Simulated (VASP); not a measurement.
# Ni (Pm-3m) in VASP: notebook

Ni is run at these levels: r2SCAN; tasks: single point, relaxation of cell and atoms.

Program: VASP 6.6.1. These are calculated values, not measurements. Logs are shortened: lines on timing, memory, paths and dates and some standing lists are left out, and cuts for length are marked.

## 1. The cell of the first run

Symmetry: Pm-3m, No. 221, cubic system. The conventional cell has a = 2.352 Å, b = 2.352 Å, c = 2.352 Å, α = 90.00°, β = 90.00°, γ = 90.00°. Within 3.1 Å of Ni (site symmetry m-3m) lie 6 Ni at 2.35 Å.

This isn't the form of Ni at room conditions, which is fcc.

## 2. Single point, r2SCAN (13.01 Å³/atom)

Input file POSCAR:

```
Ni
1.0
    2.3516627826      0.0000000000      0.0000000000
    0.0000000000      2.3516627826      0.0000000000
    0.0000000000      0.0000000000      2.3516627826
Ni
1
Direct
    0.0000000000      0.0000000000      0.0000000000
```

Input file INCAR.step1:

```
PREC = Accurate ; ENCUT = 520
ISMEAR = -1 ; SIGMA = 0.1
LREAL = False ; LASPH = True
NELM = 100 ; NBANDS = 11
GGA = PE ; ALGO = Normal
EDIFF = 1E-4 ; LWAVE = True
LCHARG = False
```

Input file INCAR.step2:

```
PREC = Accurate ; ENCUT = 520
EDIFF = 1E-6 ; ISMEAR = -1
SIGMA = 0.1 ; LREAL = False
LASPH = True ; NELM = 100
ALGO = Normal ; ISIF = 2
LWAVE = False ; LCHARG = False
METAGGA = R2SCAN ; LMIXTAU = True
NBANDS = 11 ; ISTART = 1
```

Input file KPOINTS:

```
regular mesh
0
Gamma
  15 15 15
```

Potentials or basis: VASP PAW PBE potentials, release 64 (Ni).

Run with:

```console
cat potpaw_PBE.64/Ni/POTCAR > POTCAR
cp INCAR.step1 INCAR
mpirun -np 1 vasp_std > vasp.out
cp INCAR.step2 INCAR
mpirun -np 1 vasp_std > vasp.out
```

OUTCAR:

```text
PREC = Accurate
   ENCUT = 520
   EDIFF = 1E-6
   ISMEAR = -1
   LREAL = False
   LASPH = True
   NELM = 100
   ISIF = 2
   METAGGA = R2SCAN
   ISTART = 1

 ion  position               nearest neighbor table
   1  0.000  0.000  0.000-

  LATTYP: Found a simple cubic cell.
 ALAT       =     2.3516627826

  Lattice vectors:

 A1 = (   2.3516627826,   0.0000000000,   0.0000000000)
 A2 = (   0.0000000000,   2.3516627826,   0.0000000000)
 A3 = (   0.0000000000,   0.0000000000,   2.3516627826)

Analysis of symmetry for initial positions (statically):
=====================================================================
 Subroutine PRICEL returns:
 Original cell was already a primitive cell.

 Routine SETGRP: Setting up the symmetry group for a
 simple cubic supercell.

 Subroutine GETGRP returns: Found 48 space group operations
 (whereof 48 operations were pure point group operations)
 out of a pool of 48 trial point group operations.

The static configuration has the point symmetry O_h .

Analysis of symmetry for dynamics (positions and initial velocities):
=====================================================================
 Subroutine PRICEL returns:
 Original cell was already a primitive cell.

 Routine SETGRP: Setting up the symmetry group for a
 simple cubic supercell.

 Subroutine GETGRP returns: Found 48 space group operations
 (whereof 48 operations were pure point group operations)
 out of a pool of 48 trial point group operations.

The dynamic configuration has the point symmetry O_h .

 Subroutine INISYM returns: Found 48 space group operations
 (whereof 48 operations are pure point group operations),
 and found     1 'primitive' translations

----------------------------------------------------------------------------------------

                                     Primitive cell

  volume of cell :      13.0054

  direct lattice vectors                    reciprocal lattice vectors
     2.351662783  0.000000000  0.000000000     0.425231035  0.000000000  0.000000000
     0.000000000  2.351662783  0.000000000     0.000000000  0.425231035  0.000000000
     0.000000000  0.000000000  2.351662783     0.000000000  0.000000000  0.425231035

  length of vectors
     2.351662783  2.351662783  2.351662783     0.425231035  0.425231035  0.425231035

  position of ions in fractional coordinates (direct lattice)
     0.000000000  0.000000000  0.000000000

  ion indices of the primitive-cell ions
   primitive index   ion index
                 1           1

----------------------------------------------------------------------------------------

 KPOINTS: regular mesh

Automatic generation of k-mesh.
 Grid dimensions read from file:
 generate k-points for:   15   15   15

 Generating k-lattice:

  Cartesian coordinates                     Fractional coordinates (reciprocal lattice)
     0.028348736  0.000000000  0.000000000     0.066666667  0.000000000  0.000000000
     0.000000000  0.028348736  0.000000000     0.000000000  0.066666667  0.000000000
     0.000000000  0.000000000  0.028348736     0.000000000  0.000000000  0.066666667

  Length of vectors
     0.028348736  0.028348736  0.028348736

  Shift w.r.t. Gamma in fractional coordinates (k-lattice)
     0.000000000  0.000000000  0.000000000

 Subroutine IBZKPT returns following result:
 ===========================================

 Found    120 irreducible k-points:

 Following reciprocal coordinates:
            Coordinates               Weight
  0.000000  0.000000  0.000000      1.000000
  0.066667  0.000000  0.000000      6.000000
  0.133333  0.000000  0.000000      6.000000
  0.200000  0.000000  0.000000      6.000000
  0.266667  0.000000  0.000000      6.000000
  0.333333  0.000000  0.000000      6.000000
[... 16 lines left out ...]
  0.266667  0.200000  0.000000     24.000000
  0.333333  0.200000  0.000000     24.000000
 [... further k-points ...]
   k-points           NKPTS =    120   k-points in BZ     NKDIM =    120   number of bands    NBANDS=     11
   number of dos      NEDOS =    301   number of ions     NIONS =      1
   total plane-waves  NPLWV =   5832
   dimension x,y,z NGX =    18 NGY =   18 NGZ =   18
   dimension x,y,z NGXF=    36 NGYF=   36 NGZF=   36
   ions per type =               1
   NGX,Y,Z   is equivalent  to a cutoff of  12.72, 12.72, 12.72 a.u.
   NGXF,Y,Z  is equivalent  to a cutoff of  25.45, 25.45, 25.45 a.u.
 SYSTEM =  unknown system
   PREC   = accura    normal or accurate (medium, high low for compatibility)
   ISTART =      1    job   : 0-new  1-cont  2-samecut
   ICHARG =      0    charge: 1-file 2-atom 10-const
   ISPIN  =      1    spin polarized calculation?
   LNONCOLLINEAR =      F non collinear calculations
   LSORBIT =      F    spin-orbit coupling
   LASPH  =      T    aspherical Exc in radial PAW
   ENCUT  =  520.0 eV  38.22 Ry    6.18 a.u.   4.37  4.37  4.37*2*pi/ulx,y,z
   NELM   =    100;   NELMIN=  2; NELMDL=  0     # of ELM steps
   EDIFF  = 0.1E-05   stopping-criterion for ELM
   LREAL  =      F    real-space projection
   EDIFFG = 0.1E-04   stopping-criterion for IOM
   NSW    =      0    number of steps for IOM
   IBRION =     -1    ionic relax: 0-MD 1-quasi-New 2-CG
   NFREE  =      0    steps in history (QN), initial steepest desc. (CG)
   ISIF   =      2    stress and relaxation
   ISYM   =      2    0-nonsym 1-usesym 2-fastsym
   POTIM  = 0.5000    time-step for ionic-motion
   TEBEG  =    0.0;   TEEND  =   0.0 temperature during run
   PSTRESS=    0.0 pullay stress
   NELECT =      10.0000    total number of electrons
   NUPDOWN=      -1.0000    fix difference up-down
   EMIN   =  10.00;   EMAX   =-10.00  energy-range for DOS
   EFERMI =   0.00;   METHOD = LEGACY
   ISMEAR =    -1;   SIGMA  =   0.10  broadening in eV -4-tet -1-fermi 0-gaus
   EFERMI_NEDOS =   21; number of points for ismear=-14 and -15
   IALGO  =     38    algorithm
   IMIX   =      4    mixing-type and parameters
     AMIX     =   0.40;   BMIX     =  1.00
     AMIX_MAG =   1.60;   BMIX_MAG =  1.00
  volume/ion in A,a.u.               =      13.01        87.77
  Fermi-wavevector in a.u.,A,eV,Ry     =   1.499799  2.834210 30.604913  2.249398
  Thomas-Fermi vector in A             =   2.611382
   LORBIT       =      0    0 simple, 1 ext, 2 COOP (PROOUT), +10 PAW based schemes
   METAGGA = R2SCAN    functional components
   LHFCALC =     F    Hartree Fock is set to
   AEXX    =    0.0000 exact exchange contribution
   IVDW    =     0    specifies the selected vdW correction
   LEPSILON=     F    determine dielectric tensor
   LRPA    =     F    only Hartree local field effects (RPA)
 non-spin polarized calculation
  energy-cutoff  :      520.00
  volume of cell :       13.01
 maximum number of plane-waves:       365
 NGX is ok and might be reduce to    18
   NGX =  9   NGY =  9   NGZ =  9

 number of electron      10.0000004 magnetization

 Free energy of the ion-electron system (eV)
  ---------------------------------------------------
  ext. energy  EPLUGINS =         0.00000000
  ---------------------------------------------------
  free energy    TOTEN  =       -11.13412794 eV

  energy without entropy =      -11.06082390  energy(sigma->0) =      -11.09747592

 E-fermi :   6.8232     XC(G=0): -12.9592

 val. band max:        6.8222175012   @ k =   0.4000   0.0667   0.0667
 cond. band min:       6.8265972279   @ k =   0.0000   0.0000   0.0000
 fundamental gap:      0.0043797267
 Fermi energy:         6.8232466796

 k-point     1 :       0.0000    0.0000    0.0000
  band No.  band energies     occupation
      1      -1.0548      2.00000
      2       3.6621      2.00000
      3       3.6621      2.00000
      4       6.8266      0.98325
      5       6.8266      0.98325
      6       6.8266      0.98323
      7      26.9077      0.00000
      8      26.9077      0.00000
      9      26.9077      0.00000
     10      30.4633      0.00000
     11      30.4633      0.00000

 k-point     2 :       0.0667    0.0000    0.0000
  band No.  band energies     occupation
      1      -0.9215      2.00000
      2       3.6802      2.00000
      3       3.7195      2.00000
      4       6.7790      1.21762
      5       6.7790      1.21761
      6       6.8304      0.96427
      7      25.0797      0.00000
      8      27.0857      0.00000
      9      27.0857      0.00000
     10      30.5024      0.00000
     11      31.7897      0.00000

 k-point     3 :       0.1333    0.0000    0.0000
  band No.  band energies     occupation
      1      -0.5287      2.00000
      2       3.7318      2.00000
      3       3.8868      2.00000
      4       6.6466      1.70801
      5       6.6466      1.70800
      6       6.8412      0.91068
      7      22.2041      0.00000
      8      27.6096      0.00000
      9      27.6096      0.00000
     10      30.6204      0.00000
     11      32.8927      0.00000

 k-point     4 :       0.2000    0.0000    0.0000
  band No.  band energies     occupation
      1       0.1005      2.00000
      2       3.8087      2.00000
      3       4.1504      2.00000
      4       6.4569      1.95001
      5       6.4569      1.95001
      6       6.8570      0.83262
      7      19.3485      0.00000
      8      28.4523      0.00000
      9      28.4523      0.00000
     10      30.8185      0.00000
     11      33.3767      0.00000
[... 239 lines left out ...]
 k-point    22 :       0.2000    0.2000    0.0000
  band No.  band energies     occupation
      1       1.1823      2.00000
      2       4.0933      2.00000
      3       4.5237      2.00000
      4       6.1225      1.99819
      5       6.4627      1.94708
      6       6.5442      1.88427
      7      19.6417      0.00000
      8      21.4720      0.00000
      9      29.9565      0.00000
     10      32.5413      0.00000
     11      36.2766      0.00000

 k-point    23 :       0.2667    0.2000    0.0000
  band No.  band energies     occupation
      1       1.9099      2.00000
      2       4.1901      2.00000
      3       4.8224      2.00000
      4       6.0576      1.99905
      5       6.2938      1.99001
      6       6.5387      1.89017
      7      17.5230      0.00000
      8      21.7629      0.00000
      9      31.0560      0.00000
     10      32.9621      0.00000
     11      33.8019      0.00000

 k-point    24 :       0.3333    0.2000    0.0000
  band No.  band energies     occupation
      1       2.6724      2.00000
      2       4.2550      2.00000
      3       4.9779      2.00000
      4       6.1105      1.99840
      5       6.3664      1.97947
      6       6.5609      1.86475
      7      15.1225      0.00000
      8      22.7713      0.00000
      9      31.4579      0.00000
     10      32.3975      0.00000
     11      33.4484      0.00000

 [... further k-points ...]
[... 5 lines left out ...]
  --------------------------------------------------------------------------------------
  -------------------------------------------------------------------------------------
  Total       -0.8269868     -0.8269868     -0.8269868      0.0000000      0.0000000      0.0000000
  in kB     -101.8788437   -101.8788437   -101.8788437      0.0000000      0.0000000      0.0000000
  external PRESSURE =    -101.8788437 kB  Pullay stress =       0.0000000 kB

 VOLUME and BASIS-vectors are now :
 -----------------------------------------------------------------------------
  energy-cutoff  :      520.00
  volume of cell :       13.01
      direct lattice vectors                 reciprocal lattice vectors
     2.351662783  0.000000000  0.000000000     0.425231035  0.000000000  0.000000000
     0.000000000  2.351662783  0.000000000     0.000000000  0.425231035  0.000000000
     0.000000000  0.000000000  2.351662783     0.000000000  0.000000000  0.425231035

 POSITION                                       TOTAL-FORCE (eV/Angst)
 -----------------------------------------------------------------------------------
      0.00000      0.00000      0.00000         0.000000      0.000000      0.000000
 -----------------------------------------------------------------------------------
    total drift:                               -0.000000      0.000000      0.000000

  FREE ENERGIE OF THE ION-ELECTRON SYSTEM (eV)
  ---------------------------------------------------
  free  energy   TOTEN  =       -11.1341279408 eV

  energy  without entropy=      -11.0608239013  energy(sigma->0) =      -11.09747592
```

Wall time 67 s (1 thread of Intel Xeon 8259CL, shared host); peak memory 0.13 GiB.

What came out:

```
Free energy            : -11.1341 eV
Pressure               : -10.2 GPa
Band gap on the k mesh : zero (bands 5 and 6 overlap by 1.25 eV)
```

Caveat: the cell stands under tension; the PAW data sets were made with another functional, which shifts forces and pressure a little; the run has no spin polarisation, though such a crystal can be magnetic. Spin polarisation is off, so any magnetic state and its effect on volume and gap are missing.

## 3. Single point, r2SCAN (13.49 Å³/atom)

This run uses another cell than the first one, of 13.49 Å³/atom.

Input file POSCAR:

```
Ni
1.0
    2.3803444238      0.0000000000      0.0000000000
    0.0000000000      2.3803444238      0.0000000000
    0.0000000000      0.0000000000      2.3803444238
Ni
1
Direct
    0.0000000000      0.0000000000      0.0000000000
```

Input file INCAR.step1:

```
SYSTEM = Ni
  PREC = Accurate
  ENCUT = 520
  ISMEAR = -1
  SIGMA = 0.1
  LREAL = .False.
  LASPH = .True.
  NELM = 60
  NBANDS = 11
  GGA = PE
  ALGO = Normal
  EDIFF = 1E-4
  LWAVE = .True.
  LCHARG = .False.
```

Input file INCAR.step2:

```
SYSTEM = Ni
  PREC = Accurate
  ENCUT = 520
  EDIFF = 1E-6
  ISMEAR = -1
  SIGMA = 0.1
  LREAL = .False.
  LASPH = .True.
  NELM = 60
  ALGO = Normal
  ISIF = 2
  LWAVE = .False.
  LCHARG = .False.
  METAGGA = R2SCAN
  LMIXTAU = .True.
  NBANDS = 11
  ISTART = 1
```

Input file KPOINTS:

```
regular mesh
0
Gamma
  15 15 15
  0 0 0
```

Potentials or basis: VASP PAW PBE potentials, release 64 (Ni).

Run with:

```console
cat potpaw_PBE.64/Ni/POTCAR > POTCAR
cp INCAR.step1 INCAR
mpirun -np 1 vasp_std > vasp.out
cp INCAR.step2 INCAR
mpirun -np 1 vasp_std > vasp.out
```

Wall time 78 s (1 thread of Intel Xeon 8259CL, shared host); peak memory 0.13 GiB.

It converged, with:

```yaml
Free_energy: -11.0976 eV
Pressure: -13.9 GPa
Band_gap_on_the_k_mesh: zero (bands 5 and 6 overlap by 1.20 eV)
```

Levels at points of the mesh, in eV from the Fermi level:
```tsv
k point	band 1	band 2	band 3	band 4	band 5	band 6	band 7	band 8	band 9	band 10
(0.00, 0.00, 0.00)	-7.64	-3.00	-3.00	-0.01	-0.01	-0.01	19.64	19.64	19.64	23.12
```

Caveat: the cell stands under tension; the PAW data sets were made with another functional, which shifts forces and pressure a little; the run has no spin polarisation, though such a crystal can be magnetic. Spin polarisation is off, so any magnetic state and its effect on volume and gap are missing.

(Continued in part 2 of 2.)
